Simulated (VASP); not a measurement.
# HfC (Fm-3m) in VASP: further runs

Runs on HfC. Level: PBE. Tasks: single point.

Program: VASP 6.6.1. These are calculated values, not measurements. Logs are shortened: lines on timing, memory, paths and dates and some standing lists are left out, and cuts for length are marked.

## (1) The cell of the first run

The structure is cubic, space group Fm-3m (No. 225). The conventional cell has a = 4.605 Å, b = 4.605 Å, c = 4.605 Å, α = 90.00°, β = 90.00°, γ = 90.00°. Within 3.0 Å of Hf (site symmetry m-3m) lie 6 C at 2.30 Å. C (site symmetry m-3m) has 6 Hf at 2.30 Å within 3.0 Å.

## (2) Single point, PBE (volume scaled by 0.97)

The input, INCAR:

```
PREC     = Accurate       # precision mode
ENCUT    = 520            # plane-wave cutoff, eV
EDIFF    = 1E-6           # SCF threshold, eV
ISMEAR   = 0              # smearing method
SIGMA    = 0.1            # smearing width, eV
LREAL    = False          # projectors in reciprocal space
LASPH    = True           # aspherical terms in the spheres
NELM     = 100            # most SCF steps
ALGO     = Normal         # electronic algorithm
ISIF     = 2              # what is computed and relaxed
LWAVE    = False          # write WAVECAR
LCHARG   = False          # write CHGCAR
GGA      = PE             # functional
NBANDS   = 14             # bands
```

The input, KPOINTS:

```
regular mesh
0
Gamma
  16 16 16
```

The input, POSCAR:

```
HfC
1.0
    0.0000000000      2.3022527239      2.3022527239
    2.3022527239      0.0000000000      2.3022527239
    2.3022527239      2.3022527239      0.0000000000
Hf C
1 1
Direct
    0.5000000000      0.5000000000      0.5000000000
    0.0000000000      0.0000000000      0.0000000000
```

Potentials or basis: VASP PAW PBE potentials, release 64 (Hf_pv, C).

Started as:

```console
$ cat potpaw_PBE.64/Hf_pv/POTCAR potpaw_PBE.64/C/POTCAR > POTCAR
$ mpirun -np 1 vasp_std > vasp.out
```

OUTCAR:

```text
PREC = Accurate
   ENCUT = 520
   EDIFF = 1E-6
   ISMEAR = 0
   LREAL = False
   LASPH = True
   NELM = 100
   ISIF = 2
   GGA = PE

 ion  position               nearest neighbor table
   1  0.500  0.500  0.500-   2 2.30   2 2.30   2 2.30   2 2.30   2 2.30   2 2.30
   2  0.000  0.000  0.000-   1 2.30   1 2.30   1 2.30   1 2.30   1 2.30   1 2.30

  LATTYP: Found a face centered cubic cell.
 ALAT       =     4.6045054478

  Lattice vectors:

 A1 = (   0.0000000000,   2.3022527239,   2.3022527239)
 A2 = (   2.3022527239,   0.0000000000,   2.3022527239)
 A3 = (   2.3022527239,   2.3022527239,   0.0000000000)

Analysis of symmetry for initial positions (statically):
=====================================================================
 Subroutine PRICEL returns:
 Original cell was already a primitive cell.

 Routine SETGRP: Setting up the symmetry group for a
 face centered cubic supercell.

 Subroutine GETGRP returns: Found 48 space group operations
 (whereof 48 operations were pure point group operations)
 out of a pool of 48 trial point group operations.

The static configuration has the point symmetry O_h .

Analysis of symmetry for dynamics (positions and initial velocities):
=====================================================================
 Subroutine PRICEL returns:
 Original cell was already a primitive cell.

 Routine SETGRP: Setting up the symmetry group for a
 face centered cubic supercell.

 Subroutine GETGRP returns: Found 48 space group operations
 (whereof 48 operations were pure point group operations)
 out of a pool of 48 trial point group operations.

The dynamic configuration has the point symmetry O_h .

 Subroutine INISYM returns: Found 48 space group operations
 (whereof 48 operations are pure point group operations),
 and found     1 'primitive' translations

----------------------------------------------------------------------------------------

                                     Primitive cell

  volume of cell :      24.4056

  direct lattice vectors                    reciprocal lattice vectors
     0.000000000  2.302252724  2.302252724    -0.217178590  0.217178590  0.217178590
     2.302252724  0.000000000  2.302252724     0.217178590 -0.217178590  0.217178590
     2.302252724  2.302252724  0.000000000     0.217178590  0.217178590 -0.217178590

  length of vectors
     3.255877026  3.255877026  3.255877026     0.376164352  0.376164352  0.376164352

  position of ions in fractional coordinates (direct lattice)
     0.500000000  0.500000000  0.500000000
     0.000000000  0.000000000  0.000000000

  ion indices of the primitive-cell ions
   primitive index   ion index
                 1           1
                 2           2

----------------------------------------------------------------------------------------

 KPOINTS: regular mesh

Automatic generation of k-mesh.
 Grid dimensions read from file:
 generate k-points for:   16   16   16

 Generating k-lattice:

  Cartesian coordinates                     Fractional coordinates (reciprocal lattice)
    -0.013573662  0.013573662  0.013573662     0.062500000  0.000000000  0.000000000
     0.013573662 -0.013573662  0.013573662     0.000000000  0.062500000  0.000000000
     0.013573662  0.013573662 -0.013573662     0.000000000  0.000000000  0.062500000

  Length of vectors
     0.023510272  0.023510272  0.023510272

  Shift w.r.t. Gamma in fractional coordinates (k-lattice)
     0.000000000  0.000000000  0.000000000

 Subroutine IBZKPT returns following result:
 ===========================================

 Found    145 irreducible k-points:

 Following reciprocal coordinates:
            Coordinates               Weight
  0.000000  0.000000  0.000000      1.000000
  0.062500  0.000000  0.000000      8.000000
  0.125000  0.000000  0.000000      8.000000
  0.187500  0.000000  0.000000      8.000000
  0.250000  0.000000  0.000000      8.000000
  0.312500  0.000000  0.000000      8.000000
[... 16 lines left out ...]
 -0.125000  0.062500  0.000000     24.000000
 -0.062500  0.062500  0.000000     12.000000
 [... further k-points ...]
   k-points           NKPTS =    145   k-points in BZ     NKDIM =    145   number of bands    NBANDS=     14
   number of dos      NEDOS =    301   number of ions     NIONS =      2
   total plane-waves  NPLWV =  13824
   dimension x,y,z NGX =    24 NGY =   24 NGZ =   24
   dimension x,y,z NGXF=    48 NGYF=   48 NGZF=   48
   ions per type =               1   1
   NGX,Y,Z   is equivalent  to a cutoff of  12.25, 12.25, 12.25 a.u.
   NGXF,Y,Z  is equivalent  to a cutoff of  24.51, 24.51, 24.51 a.u.
 SYSTEM =  unknown system
   PREC   = accura    normal or accurate (medium, high low for compatibility)
   ISTART =      0    job   : 0-new  1-cont  2-samecut
   ICHARG =      2    charge: 1-file 2-atom 10-const
   ISPIN  =      1    spin polarized calculation?
   LNONCOLLINEAR =      F non collinear calculations
   LSORBIT =      F    spin-orbit coupling
   LASPH  =      T    aspherical Exc in radial PAW
   ENCUT  =  520.0 eV  38.22 Ry    6.18 a.u.   6.05  6.05  6.05*2*pi/ulx,y,z
   NELM   =    100;   NELMIN=  2; NELMDL= -5     # of ELM steps
   EDIFF  = 0.1E-05   stopping-criterion for ELM
   LREAL  =      F    real-space projection
   EDIFFG = 0.1E-04   stopping-criterion for IOM
   NSW    =      0    number of steps for IOM
   IBRION =     -1    ionic relax: 0-MD 1-quasi-New 2-CG
   NFREE  =      0    steps in history (QN), initial steepest desc. (CG)
   ISIF   =      2    stress and relaxation
   ISYM   =      2    0-nonsym 1-usesym 2-fastsym
   POTIM  = 0.5000    time-step for ionic-motion
   TEBEG  =    0.0;   TEEND  =   0.0 temperature during run
   PSTRESS=    0.0 pullay stress
   NELECT =      14.0000    total number of electrons
   NUPDOWN=      -1.0000    fix difference up-down
   EMIN   =  10.00;   EMAX   =-10.00  energy-range for DOS
   EFERMI =   0.00;   METHOD = LEGACY
   ISMEAR =     0;   SIGMA  =   0.10  broadening in eV -4-tet -1-fermi 0-gaus
   EFERMI_NEDOS =   21; number of points for ismear=-14 and -15
   IALGO  =     38    algorithm
   IMIX   =      4    mixing-type and parameters
     AMIX     =   0.40;   BMIX     =  1.00
     AMIX_MAG =   1.60;   BMIX_MAG =  1.00
  volume/ion in A,a.u.               =      12.20        82.35
  Fermi-wavevector in a.u.,A,eV,Ry     =   1.360258  2.570514 25.174872  1.850301
  Thomas-Fermi vector in A             =   2.486935
   LORBIT       =      0    0 simple, 1 ext, 2 COOP (PROOUT), +10 PAW based schemes
   GGA     = PE    functional components
   LHFCALC =     F    Hartree Fock is set to
   AEXX    =    0.0000 exact exchange contribution
   IVDW    =     0    specifies the selected vdW correction
   LEPSILON=     F    determine dielectric tensor
   LRPA    =     F    only Hartree local field effects (RPA)
 non-spin polarized calculation
 Gauss-broadening in eV      SIGMA  =   0.10
  energy-cutoff  :      520.00
  volume of cell :       24.41
 maximum number of plane-waves:       684
   NGX = 13   NGY = 13   NGZ = 13

 number of electron      14.0000002 magnetization

 Free energy of the ion-electron system (eV)
  ---------------------------------------------------
  ext. energy  EPLUGINS =         0.00000000
  ---------------------------------------------------
  free energy    TOTEN  =       -21.03109228 eV

  energy without entropy =      -21.02890157  energy(sigma->0) =      -21.02999693

 E-fermi :   6.1599     XC(G=0): -12.4317

 val. band max:        6.1587106754   @ k =   0.0625   0.0625   0.0000
 cond. band min:       6.1697661074   @ k =   0.1250   0.0625   0.0000
 fundamental gap:      0.0110554320
 Fermi energy:         6.1598907221

 k-point     1 :       0.0000    0.0000    0.0000
  band No.  band energies     occupation
      1     -23.2454      2.00000
      2     -23.2454      2.00000
      3     -23.2454      2.00000
      4      -6.2761      2.00000
      5       7.1985      0.00000
      6       7.1985      0.00000
      7       7.1985      0.00000
      8       7.5824      0.00000
      9       7.5824      0.00000
     10       7.5824      0.00000
     11       9.6657      0.00000
     12       9.6657      0.00000
     13      13.3643      0.00000
     14      17.2693      0.00000

 k-point     2 :       0.0625    0.0000    0.0000
  band No.  band energies     occupation
      1     -23.2763      2.00000
      2     -23.2483      2.00000
      3     -23.2483      2.00000
      4      -6.1728      2.00000
      5       6.4344      0.00010
      6       6.6712      0.00000
      7       6.6712      0.00000
      8       7.8106      0.00000
      9       7.8106      0.00000
     10       8.0980      0.00000
     11      10.1767      0.00000
     12      10.1767      0.00000
     13      13.5879      0.00000
     14      17.5593      0.00000

 k-point     3 :       0.1250    0.0000    0.0000
  band No.  band energies     occupation
      1     -23.3635      2.00000
      2     -23.2565      2.00000
      3     -23.2565      2.00000
      4      -5.8717      2.00000
      5       5.3564      2.00000
      6       5.8480      1.99999
      7       5.8480      1.99999
      8       8.1596      0.00000
      9       8.1596      0.00000
     10       8.5365      0.00000
     11      11.2763      0.00000
     12      11.2763      0.00000
     13      14.1704      0.00000
     14      18.3662      0.00000

 k-point     4 :       0.1875    0.0000    0.0000
  band No.  band energies     occupation
      1     -23.4909      2.00000
      2     -23.2689      2.00000
      3     -23.2689      2.00000
      4      -5.3977      2.00000
      5       4.2197      2.00000
      6       5.0546      2.00000
      7       5.0546      2.00000
      8       8.6556      0.00000
      9       8.6556      0.00000
     10       8.8743      0.00000
     11      12.5815      0.00000
     12      12.5815      0.00000
     13      14.9034      0.00000
     14      19.4773      0.00000

 k-point     5 :       0.2500    0.0000    0.0000
  band No.  band energies     occupation
      1     -23.6372      2.00000
      2     -23.2833      2.00000
      3     -23.2833      2.00000
      4      -4.7874      2.00000
      5       3.0991      2.00000
      6       4.3692      2.00000
      7       4.3692      2.00000
      8       9.2488      0.00000
      9       9.2985      0.00000
     10       9.2985      0.00000
     11      13.9536      0.00000
[... 276 lines left out ...]
 k-point    22 :      -0.1875    0.0625    0.0000
  band No.  band energies     occupation
      1     -23.5440      2.00000
      2     -23.3035      2.00000
      3     -23.2635      2.00000
      4      -5.1374      2.00000
      5       3.7058      2.00000
      6       4.5931      2.00000
      7       4.9138      2.00000
      8       8.5371      0.00000
      9       8.9620      0.00000
     10       9.6059      0.00000
     11      12.2187      0.00000
     12      13.8101      0.00000
     13      15.3511      0.00000
     14      20.0100      0.00000

 k-point    23 :      -0.1250    0.0625    0.0000
  band No.  band energies     occupation
      1     -23.4140      2.00000
      2     -23.2848      2.00000
      3     -23.2528      2.00000
      4      -5.6500      2.00000
      5       4.7789      2.00000
      6       5.3036      2.00000
      7       5.5705      2.00000
      8       8.0436      0.00000
      9       8.7132      0.00000
     10       9.0006      0.00000
     11      11.0583      0.00000
     12      12.4558      0.00000
     13      14.6293      0.00000
     14      18.9328      0.00000

 k-point    24 :      -0.0625    0.0625    0.0000
  band No.  band energies     occupation
      1     -23.3191      2.00000
      2     -23.2655      2.00000
      3     -23.2474      2.00000
      4      -6.0048      2.00000
      5       5.7822      2.00000
      6       6.0800      1.74169
      7       6.2004      0.56686
      8       7.7489      0.00000
      9       8.4213      0.00000
     10       8.4337      0.00000
     11      10.2810      0.00000
     12      11.2002      0.00000
     13      13.9557      0.00000
     14      18.0197      0.00000

 [... further k-points ...]
[... 5 lines left out ...]
  --------------------------------------------------------------------------------------
  -------------------------------------------------------------------------------------
  Total        1.0671248      1.0671248      1.0671248      0.0000000      0.0000000      0.0000000
  in kB       70.0546275     70.0546275     70.0546275      0.0000000      0.0000000      0.0000000
  external PRESSURE =      70.0546275 kB  Pullay stress =       0.0000000 kB

 VOLUME and BASIS-vectors are now :
 -----------------------------------------------------------------------------
  energy-cutoff  :      520.00
  volume of cell :       24.41
      direct lattice vectors                 reciprocal lattice vectors
     0.000000000  2.302252724  2.302252724    -0.217178590  0.217178590  0.217178590
     2.302252724  0.000000000  2.302252724     0.217178590 -0.217178590  0.217178590
     2.302252724  2.302252724  0.000000000     0.217178590  0.217178590 -0.217178590

 POSITION                                       TOTAL-FORCE (eV/Angst)
 -----------------------------------------------------------------------------------
      2.30225      2.30225      2.30225         0.000000      0.000000      0.000000
      0.00000      0.00000      0.00000        -0.000000     -0.000000     -0.000000
 -----------------------------------------------------------------------------------
    total drift:                                0.000000     -0.000000      0.000000

  FREE ENERGIE OF THE ION-ELECTRON SYSTEM (eV)
  ---------------------------------------------------
  free  energy   TOTEN  =       -21.0310922782 eV

  energy  without entropy=      -21.0289015735  energy(sigma->0) =      -21.02999693
```

It took 29 s on 1 thread of Intel Xeon Platinum 8488C (Sapphire Rapids), shared host; peak memory 0.18 GiB.

What came out:

- Free energy: -21.0311 eV
- Pressure: 7.0 GPa
- Band gap on the k mesh: zero (band 7 reaches 7.20 eV, above the bottom of band 8 at 5.76 eV)

Levels at points of the mesh, in eV from the Fermi level:
| k point | band 3 | band 4 | band 5 | band 6 | band 7 | band 8 | band 9 | band 10 | band 11 | band 12 |
| --- | --- | --- | --- | --- | --- | --- | --- | --- | --- | --- |
| (0.00, 0.00, 0.00) | -29.41 | -12.44 | 1.04 | 1.04 | 1.04 | 1.42 | 1.42 | 1.42 | 3.51 | 3.51 |
| (0.50, 0.00, 0.00) | -29.48 | -8.51 | -6.25 | -3.06 | -3.06 | 5.51 | 5.51 | 6.00 | 6.72 | 11.80 |
| (0.50, 0.50, 0.00) | -29.66 | -10.52 | -2.53 | -1.85 | -0.04 | -0.04 | 5.51 | 7.00 | 7.00 | 8.84 |

Caveat: spin-orbit coupling is left out, which moves the levels of the heavy elements.

[end of part 1 of 2]
